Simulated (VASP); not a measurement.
Runs of VASP 6.6.1 on TaAs. The structure is that of space group I4_1md (No. 109), or close to it. The cells are those of the table. 

```tsv
level	cell	gap on the mesh (eV)	pressure (GPa)	largest force (eV/Å)
r2SCAN	a = 6.348 Å, angles 148.6, 148.6, 45.1°, 4 atoms	none	(a)	0.01
PBE	a = 6.299 Å, angles 148.4, 148.4, 45.2°, 4 atoms	none	6.3	0.02
r2SCAN	a = 6.411 Å, angles 148.6, 148.6, 45.1°, 4 atoms	none	-4.8	0.02
PBE	a = 6.426 Å, angles 148.4, 148.4, 45.2°, 4 atoms	none	(b)	0.01
r2SCAN	a = 6.472 Å, angles 148.6, 148.6, 45.1°, 4 atoms	none	-9.3	0.03
```

Alike in all rows: task single point; potentials or basis VASP PAW PBE potentials, release 64 (Ta_pv, As); no spin polarisation; k mesh 8 × 8 × 8; cutoff (eV) 520; smearing fermi-dirac 0.02 eV.

Question: Fill in the values left out.

Answer: (a) 0.5; (b) -4.5.

Caveats: spin-orbit coupling is left out, which moves the levels of the heavy elements; the PAW data sets were made with another functional, which shifts forces and pressure a little (at least some runs); the cell stands under tension (at least some runs); the cell stands under pressure (at least some runs).

A k mesh can miss the band edges, and the runs leave out spin-orbit coupling on As, Ta.

A gap of «none» marks levels without a gap at the run's occupations.
